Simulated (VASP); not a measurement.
# Zn (P6_3/mmc) in VASP: notebook, part 3 of 3

VASP 6.6.1.

## Step 4: Electric field gradients, PBEsol (volume scaled by 0.96)

INCAR reads:

```
SYSTEM = Zn
ALGO = Normal
EDIFF = 1E-8
ENCUT = 520
GGA = PS
ISIF = 2
ISMEAR = -1
LASPH = .True.
LCHARG = .False.
LEFG = .True.
LREAL = .False.
LWAVE = .False.
NBANDS = 19
NELM = 80
PREC = Accurate
SIGMA = 0.03
```

KPOINTS reads:

```
k-points
0
Gamma
  16 16 8
  0 0 0
```

POSCAR reads:

```
Zn
1.0
    2.6287828538      0.0000000000      0.0000000000
   -1.3143914269      2.2765927324      0.0000000000
    0.0000000000      0.0000000000      4.8798445072
Zn
2
Direct
    0.3333333333      0.6666666667      0.2500000000
    0.6666666667      0.3333333333      0.7500000000
```

Potentials or basis: VASP PAW PBE potentials, release 64 (Zn).

Launch:

```bash
$ cat potpaw_PBE.64/Zn/POTCAR > POTCAR
$ mpirun -np 1 vasp_std > vasp.out
```

OUTCAR:

```text
SYSTEM = Zn
   EDIFF = 1E-8
   ENCUT = 520
   GGA = PS
   ISIF = 2
   ISMEAR = -1
   LASPH = .True.
   LREAL = .False.
   NELM = 80
   PREC = Accurate

 ion  position               nearest neighbor table
   1  0.333  0.667  0.250-   2 2.87   2 2.87   2 2.87   2 2.87   2 2.87   2 2.87
   2  0.667  0.333  0.750-   1 2.87   1 2.87   1 2.87   1 2.87   1 2.87   1 2.87

  LATTYP: Found a hexagonal cell.
 ALAT       =     2.6287828538
 C/A-ratio  =     1.8563132745

  Lattice vectors:

 A1 = (   2.6287828538,   0.0000000000,   0.0000000000)
 A2 = (  -1.3143914269,   2.2765927324,   0.0000000000)
[... 743 lines left out ...]
  free  energy   TOTEN  =        -3.1785733747 eV

  energy  without entropy=       -3.1782546075  energy(sigma->0) =       -3.17841399

 Electric field gradients (V/A^2)
---------------------------------------------------------------------
 ion       V_xx      V_yy      V_zz      V_xy      V_xz      V_yz
---------------------------------------------------------------------
   1     -20.206   -20.205    40.411     0.002     0.000    -0.000
   2     -20.206   -20.205    40.411     0.002    -0.000     0.000
---------------------------------------------------------------------

 Electric field gradients after diagonalization (V/A^2)
 (convention: |V_zz| > |V_xx| > |V_yy|)
----------------------------------------------------------------------
 ion       V_xx      V_yy      V_zz     asymmetry (V_yy - V_xx)/ V_zz
----------------------------------------------------------------------
   1     -20.207   -20.204    40.411       0.000
   2     -20.207   -20.204    40.411       0.000
----------------------------------------------------------------------

           NMR quadrupolar parameters

 Cq : quadrupolar parameter    Cq=e*Q*V_zz/h
 eta: asymmetry parameters     (V_yy - V_xx)/ V_zz
 Q  : nuclear electric quadrupole moment in mb (millibarn)
----------------------------------------------------------------------
 ion       Cq(MHz)       eta       Q (mb)
----------------------------------------------------------------------
   1       0.098       0.000       1.000
   2       0.098       0.000       1.000
----------------------------------------------------------------------
```

stdout:

```text
POSCAR found type information on POSCAR Zn
 POSCAR found :  1 types and       2 ions
 scaLAPACK will be used
 -----------------------------------------------------------------------------
|                                                                             |
|                                                                             |
|     You enforced a specific xc type in the INCAR file but a different       |
|     I HOPE YOU KNOW WHAT YOU ARE DOING!                                     |
|                                                                             |
 -----------------------------------------------------------------------------

 LDA part: xc-table for (Slater+PW92), standard interpolation
 POSCAR, INCAR and KPOINTS ok, starting setup
 FFT: planning ... GRIDC
 FFT: planning ... GRID_SOFT
 FFT: planning ... GRID
 WAVECAR not read
 entering main loop
ion   1

ion   2
```

Run time: 83 s. Hardware: 1 thread of Intel Xeon Platinum 8375C at 2.90GHz (Ice Lake), shared host; peak memory 0.18 GiB.

Results:

| Item | Value |
| --- | --- |
| Free energy | -3.1786 eV |
| Pressure | -2.2 GPa |
| Band gap on the k mesh | zero (band 12 reaches 4.54 eV, above the bottom of band 13 at 0.23 eV) |

Levels at points of the mesh, in eV from the Fermi level:
| k point | band 9 | band 10 | band 11 | band 12 | band 13 | band 14 | band 15 | band 16 |
| --- | --- | --- | --- | --- | --- | --- | --- | --- |
| (0.00, 0.00, 0.00) | -7.40 | -7.17 | -7.17 | -3.90 | -3.05 | 13.93 | 17.62 | 17.89 |
| (0.50, 0.00, 0.00) | -6.98 | -6.96 | -3.03 | -2.24 | 2.66 | 3.52 | 4.28 | 5.75 |
| (0.00, 0.00, 0.50) | -7.26 | -7.26 | -7.26 | -7.26 | 4.66 | 4.66 | 19.23 | 19.23 |
| (0.50, 0.00, 0.50) | -6.97 | -6.97 | -2.05 | -2.05 | 0.16 | 0.16 | 10.34 | 10.34 |

Electric field gradients, principal values (V/Å²):
```tsv
atom	least	middle	greatest (by size)
1 Zn	-20.204	-20.207	40.411
2 Zn	-20.204	-20.207	40.411
```

Caveat: without QUAD_EFG the Cq values of the log hold for a quadrupole moment of 1 mb, not for the nuclei; the PAW data sets were made with another functional, which shifts forces and pressure a little.

## Step 5: Electric field gradients, PBEsol (volume scaled by 0.98)

INCAR reads:

```
ALGO = Normal
EDIFF = 1E-8
ENCUT = 520
GGA = PS
ISIF = 2
ISMEAR = -1
LASPH = True
LCHARG = False
LEFG = True
LREAL = False
LWAVE = False
NBANDS = 19
NELM = 100
PREC = Accurate
SIGMA = 0.03
```

KPOINTS reads:

```
k-points
0
Gamma
  16 16 8
```

POSCAR reads:

```
Zn
1.0
    2.6469129636      0.0000000000      0.0000000000
   -1.3234564818      2.2922938681      0.0000000000
    0.0000000000      0.0000000000      4.9134996708
Zn
2
Direct
    0.3333333333      0.6666666667      0.2500000000
    0.6666666667      0.3333333333      0.7500000000
```

Potentials or basis: VASP PAW PBE potentials, release 64 (Zn).

Launch:

```bash
$ cat potpaw_PBE.64/Zn/POTCAR > POTCAR
$ mpirun -np 1 vasp_std > vasp.out
```

OUTCAR:

```text
EDIFF = 1E-8
   ENCUT = 520
   GGA = PS
   ISIF = 2
   ISMEAR = -1
   LASPH = True
   LREAL = False
   NELM = 100
   PREC = Accurate

 ion  position               nearest neighbor table
   1  0.333  0.667  0.250-   2 2.89   2 2.89   2 2.89   2 2.89   2 2.89   2 2.89
   2  0.667  0.333  0.750-   1 2.89   1 2.89   1 2.89   1 2.89   1 2.89   1 2.89

  LATTYP: Found a hexagonal cell.
 ALAT       =     2.6469129636
 C/A-ratio  =     1.8563132745

  Lattice vectors:

 A1 = (   2.6469129636,   0.0000000000,   0.0000000000)
[... 743 lines left out ...]
  ---------------------------------------------------
  free  energy   TOTEN  =        -3.1672394074 eV

  energy  without entropy=       -3.1668660288  energy(sigma->0) =       -3.16705272

 Electric field gradients (V/A^2)
---------------------------------------------------------------------
 ion       V_xx      V_yy      V_zz      V_xy      V_xz      V_yz
---------------------------------------------------------------------
   1     -19.525   -19.521    39.046     0.004     0.000    -0.000
   2     -19.525   -19.521    39.046     0.004    -0.000     0.000
---------------------------------------------------------------------

 Electric field gradients after diagonalization (V/A^2)
 (convention: |V_zz| > |V_xx| > |V_yy|)
----------------------------------------------------------------------
 ion       V_xx      V_yy      V_zz     asymmetry (V_yy - V_xx)/ V_zz
----------------------------------------------------------------------
   1     -19.527   -19.519    39.046       0.000
   2     -19.527   -19.519    39.046       0.000
----------------------------------------------------------------------

           NMR quadrupolar parameters

 Cq : quadrupolar parameter    Cq=e*Q*V_zz/h
 eta: asymmetry parameters     (V_yy - V_xx)/ V_zz
 Q  : nuclear electric quadrupole moment in mb (millibarn)
----------------------------------------------------------------------
 ion       Cq(MHz)       eta       Q (mb)
----------------------------------------------------------------------
   1       0.094       0.000       1.000
   2       0.094       0.000       1.000
----------------------------------------------------------------------
```

stdout:

```text
POSCAR found type information on POSCAR Zn
 POSCAR found :  1 types and       2 ions
 scaLAPACK will be used
 -----------------------------------------------------------------------------
|                                                                             |
|                                                                             |
|     You enforced a specific xc type in the INCAR file but a different       |
|     I HOPE YOU KNOW WHAT YOU ARE DOING!                                     |
|                                                                             |
 -----------------------------------------------------------------------------

 LDA part: xc-table for (Slater+PW92), standard interpolation
 POSCAR, INCAR and KPOINTS ok, starting setup
 FFT: planning ... GRIDC
 FFT: planning ... GRID_SOFT
 FFT: planning ... GRID
 WAVECAR not read
 entering main loop
ion   1

ion   2
```

Wall time 77 s (1 thread of Intel Xeon Platinum 8375C at 2.90GHz (Ice Lake), shared host); peak memory 0.18 GiB.

Results:

- Free energy: -3.1672 eV
- Pressure: -3.8 GPa
- Band gap on the k mesh: zero (band 12 reaches 4.37 eV, above the bottom of band 13 at 0.06 eV)

Stress tensor (GPa, compression positive):
```
-3.71  0.00  0.00
 0.00 -3.71  0.00
 0.00  0.00 -3.86
```

Electric field gradients, principal values (V/Å²):
| atom | least | middle | greatest (by size) |
| --- | --- | --- | --- |
| 1 Zn | -19.519 | -19.527 | 39.046 |
| 2 Zn | -19.519 | -19.527 | 39.046 |

Caveat: without QUAD_EFG the Cq values of the log hold for a quadrupole moment of 1 mb, not for the nuclei; the PAW data sets were made with another functional, which shifts forces and pressure a little.

## Step 6: Summary

| cell | gap on the mesh (eV) | pressure (GPa) |
| --- | --- | --- |
| a = 2.610, b = 2.610, c = 4.846 Å, angles 90.0, 90.0, 120.0°, 2 atoms | none | -0.3 |
| a = 2.629, b = 2.629, c = 4.880 Å, angles 90.0, 90.0, 120.0°, 2 atoms | none | -2.2 |
| a = 2.647, b = 2.647, c = 4.913 Å, angles 90.0, 90.0, 120.0°, 2 atoms | none | -3.8 |

Alike in all rows: task electric field gradients; level PBEsol; potentials or basis VASP PAW PBE potentials, release 64 (Zn); no spin polarisation; k mesh 16 × 16 × 8; cutoff (eV) 520; smearing fermi-dirac 0.03 eV.

Caveats: the PAW data sets were made with another functional, which shifts forces and pressure a little.

Total energies depend on the potentials used, so only differences within one code and one set of settings carry meaning.
